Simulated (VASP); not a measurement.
# AlN (Pna2_1) in VASP: notebook, part 3 of 3

VASP 6.6.1. Earlier steps stand in the parts before.

**5. Single point, r2SCAN (atoms displaced along a vibrational mode)**

POSCAR reads:

```
AlN
1.0
   -3.1066653462      0.0000000000      0.0000000000
    0.0000000000      0.0000000000     -4.9784048411
    0.0000000000     -5.3809022217      0.0000000000
Al N
4 4
Direct
    0.5241416412      0.9983070980      0.1666666667
   -0.0241416412      0.9983070980      0.6666666667
    0.0241416412      0.4983070980      0.3333333333
    0.4758583588      0.4983070980      0.8333333333
    0.5217222179      0.6166929020      0.1666666667
   -0.0217222179      0.6166929020      0.6666666667
    0.0217222179      0.1166929020      0.3333333333
    0.4782777821      0.1166929020      0.8333333333
```

INCAR.step1 reads:

```
ALGO = Normal
EDIFF = 1E-4
ENCUT = 520
GGA = PE
ISMEAR = 0
LASPH = True
LCHARG = False
LREAL = False
LWAVE = True
NBANDS = 26
NELM = 80
PREC = Accurate
SIGMA = 0.05
```

INCAR.step2 reads:

```
ALGO = Normal
EDIFF = 1E-7
ENCUT = 520
ISIF = 2
ISMEAR = 0
ISTART = 1
LASPH = True
LCHARG = False
LMIXTAU = True
LREAL = False
LWAVE = False
METAGGA = R2SCAN
NBANDS = 26
NELM = 80
PREC = Accurate
SIGMA = 0.05
```

KPOINTS reads:

```
k-points
0
Gamma
  8 6 4
```

On the command line:

```sh
$ cat potpaw_PBE.64/Al/POTCAR potpaw_PBE.64/N/POTCAR > POTCAR
$ cp INCAR.step1 INCAR
$ mpirun -np 1 vasp_std > vasp.out
$ cp INCAR.step2 INCAR
$ mpirun -np 1 vasp_std > vasp.out
```

Wall time 6.8 min (1 thread of Intel Xeon 8259CL, shared host); peak memory 0.25 GiB.

Results (log left out):

- Free energy: -76.8241 eV
- Pressure: -0.6 GPa
- Largest force: 0.417 eV/Å
- Band gap on the k mesh: 4.89 eV

Forces in eV/Å, atoms in the order of the input:
```
Al   0.414  0.046 -0.009
Al  -0.414  0.046 -0.009
Al   0.414 -0.046 -0.009
Al  -0.414 -0.046 -0.009
N    0.195  0.052  0.009
N   -0.195  0.052  0.009
N    0.195 -0.052  0.009
N   -0.195 -0.052  0.009
```

Stress tensor (GPa, compression positive):
```
-0.90  0.00  0.00
 0.00 -0.26  0.00
 0.00  0.00 -0.59
```

Levels at points of the mesh, in eV from the valence-band top:
| k point | band 14 | band 15 | band 16 | band 17 | band 18 | band 19 |
| --- | --- | --- | --- | --- | --- | --- |
| (0.00, 0.00, 0.00) | -0.23 | -0.19 | 0.00 | 4.89 | 6.43 | 6.58 |
| (0.50, 0.00, 0.00) | -1.80 | -1.45 | -1.45 | 6.37 | 6.37 | 8.56 |
| (0.00, 0.50, 0.00) | -0.58 | -0.53 | -0.53 | 5.99 | 5.99 | 7.22 |
| (0.50, 0.50, 0.00) | -1.08 | -0.86 | -0.86 | 7.12 | 7.12 | 7.58 |
| (0.00, 0.00, 0.50) | -0.49 | -0.38 | -0.38 | 6.90 | 6.90 | 8.33 |
| (0.50, 0.00, 0.50) | -1.77 | -0.71 | -0.71 | 6.45 | 6.45 | 6.54 |
| (0.00, 0.50, 0.50) | -1.05 | -1.05 | -1.05 | 7.24 | 7.24 | 7.24 |
| (0.50, 0.50, 0.50) | -1.40 | -1.35 | -1.35 | 5.96 | 5.96 | 6.02 |

Caveat: the cell differs from its parent crystal (atoms displaced along a vibrational mode); the PAW data sets were made with another functional, which shifts forces and pressure a little. A k mesh can miss the band edges.

**6. Single point, r2SCAN (atoms displaced along a vibrational mode)**

POSCAR reads:

```
AlN
1.0
   -3.1066653462      0.0000000000      0.0000000000
    0.0000000000      0.0000000000     -4.9784048411
    0.0000000000     -5.3809022217      0.0000000000
Al N
4 4
Direct
    0.5844957441      0.9983070980      0.1666666667
   -0.0844957441      0.9983070980      0.6666666667
    0.0844957441      0.4983070980      0.3333333333
    0.4155042559      0.4983070980      0.8333333333
    0.5760277627      0.6166929020      0.1666666667
   -0.0760277627      0.6166929020      0.6666666667
    0.0760277627      0.1166929020      0.3333333333
    0.4239722373      0.1166929020      0.8333333333
```

INCAR.step1 reads:

```
PREC = Accurate
ENCUT = 520
ISMEAR = 0
SIGMA = 0.05
LREAL = F
LASPH = T
NELM = 100
NBANDS = 26
GGA = PE
ALGO = Normal
EDIFF = 1E-4
LWAVE = T
LCHARG = F
```

INCAR.step2 reads:

```
PREC = Accurate
ENCUT = 520
EDIFF = 1E-7
ISMEAR = 0
SIGMA = 0.05
LREAL = F
LASPH = T
NELM = 100
ALGO = Normal
ISIF = 2
LWAVE = F
LCHARG = T
METAGGA = R2SCAN
LMIXTAU = T
LELF = T
LVHAR = T
NBANDS = 26
ISTART = 1
```

KPOINTS reads:

```
regular mesh
0
Gamma
  8 6 4
```

Potentials or basis: VASP PAW PBE potentials, release 64 (Al, N).

On the command line:

```sh
$ cat potpaw_PBE.64/Al/POTCAR potpaw_PBE.64/N/POTCAR > POTCAR
$ cp INCAR.step1 INCAR
$ mpirun -np 1 vasp_std > vasp.out
$ cp INCAR.step2 INCAR
$ mpirun -np 1 vasp_std > vasp.out
```

Run time: 5.3 min. Hardware: 1 thread of Intel Xeon 8259CL, shared host; peak memory 0.25 GiB.

Results (log left out):

* Free energy: -75.8323 eV
* Pressure: -2.5 GPa
* Largest force: 1.465 eV/Å
* Band gap on the k mesh: 4.43 eV

Forces on the atoms (eV/Å):
```
Al   1.392  0.451 -0.074
Al  -1.392  0.451 -0.074
Al   1.392 -0.451 -0.074
Al  -1.392 -0.451 -0.074
N    0.712  0.515  0.074
N   -0.712  0.515  0.074
N    0.712 -0.515  0.074
N   -0.712 -0.515  0.074
```

Stress tensor (GPa, compression positive):
```
-6.90  0.00  0.00
 0.00  2.24  0.00
 0.00  0.00 -2.74
```

Levels at points of the mesh, in eV from the valence-band top:
| k point | band 12 | band 13 | band 14 | band 15 | band 16 | band 17 | band 18 | band 19 | band 20 | band 21 |
| --- | --- | --- | --- | --- | --- | --- | --- | --- | --- | --- |
| (0.00, 0.00, 0.00) | -1.05 | -0.45 | -0.43 | -0.10 | 0.00 | 4.43 | 6.15 | 6.60 | 6.73 | 8.80 |
| (0.50, 0.00, 0.00) | -2.90 | -1.59 | -1.59 | -1.41 | -1.41 | 6.11 | 6.11 | 7.81 | 7.81 | 9.29 |
| (0.00, 0.50, 0.00) | -1.53 | -0.85 | -0.85 | -0.30 | -0.30 | 5.75 | 5.75 | 6.67 | 6.67 | 9.85 |
| (0.50, 0.50, 0.00) | -2.60 | -1.38 | -1.38 | -0.54 | -0.54 | 6.26 | 6.26 | 7.61 | 7.61 | 8.76 |
| (0.00, 0.00, 0.50) | -1.66 | -0.72 | -0.72 | -0.35 | -0.35 | 6.37 | 6.37 | 7.50 | 7.50 | 8.68 |
| (0.50, 0.00, 0.50) | -2.17 | -1.92 | -1.92 | -0.80 | -0.80 | 6.23 | 6.23 | 6.30 | 6.30 | 8.61 |
| (0.00, 0.50, 0.50) | -1.82 | -1.06 | -1.06 | -1.06 | -1.06 | 6.83 | 6.83 | 6.83 | 6.83 | 9.79 |
| (0.50, 0.50, 0.50) | -1.62 | -1.43 | -1.43 | -1.32 | -1.32 | 5.69 | 5.69 | 5.89 | 5.89 | 9.19 |

Caveat: the cell differs from its parent crystal (atoms displaced along a vibrational mode); the stress differs along the axes, from -7 to 2 GPa; the PAW data sets were made with another functional, which shifts forces and pressure a little. A k mesh can miss the band edges.

**7. Overview**

| cell | gap on the mesh (eV) | pressure (GPa) | largest force (eV/Å) |
| --- | --- | --- | --- |
| as given, atomic positions A | 4.24 | -3.0 | 1.65 |
| as given, atomic positions B | 4.61 | -2.0 | 1.26 |
| as given, atomic positions C | 4.79 | -1.2 | 0.84 |
| as given, atomic positions D | 4.89 | -0.6 | 0.42 |
| as given, atomic positions E | 4.43 | -2.5 | 1.47 |

Alike in all rows: task single point; level r2SCAN; potentials or basis VASP PAW PBE potentials, release 64 (Al, N); no spin polarisation; k mesh 8 × 6 × 4; cutoff (eV) 520; smearing gaussian 0.05 eV.

Caveats: the PAW data sets were made with another functional, which shifts forces and pressure a little; the stress differs along the axes, from -9 to 3 GPa (at least some runs); the stress differs along the axes, from -5 to 1 GPa (at least some runs); the stress differs along the axes, from -7 to 2 GPa (at least some runs).

Total energies depend on the potentials used, so only differences within one code and one set of settings carry meaning.
